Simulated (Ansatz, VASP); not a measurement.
## InSb3: VASP beside Ansatz

```xyz
4
Lattice="4.8696 0.0000 0.0000 0.0000 4.8696 0.0000 0.0000 0.0000 4.8696" Properties=species:S:1:pos:R:3 pbc="T T T"
Sb    2.4348    2.4348    0.0000
Sb    0.0000    2.4348    2.4348
Sb    2.4348    0.0000    2.4348
In    0.0000    0.0000    0.0000
```

Change from the starting cell: volume scaled by 1.04.

Alike in both runs: task single point; functional LDA; k mesh 6 × 6 × 6; occupations fermi-dirac, width 0.05 eV; no spin polarisation.

|  | VASP | Ansatz |
| --- | --- | --- |
| version | VASP 6.6.1 | Ansatz 0.2.0 |
| potentials or method | VASP PAW LDA potentials, release 64 (Sb, In_d), cutoff 520 eV | all-electron LAPW, scalar-relativistic |

```csv
,VASP,Ansatz,Ansatz less VASP
gap on the k mesh at the Fermi level (eV),none,none,-
pressure (GPa),-5.3,-5.3,+0.01
```

LDA's correlation is that of Perdew and Zunger in VASP and of Perdew and Wang (1992) in Ansatz. A gap of «none» marks a metal or a gap that the smearing closes. Ansatz ran all-electron here, and VASP with PAW potentials.

Spin-orbit coupling is off throughout.
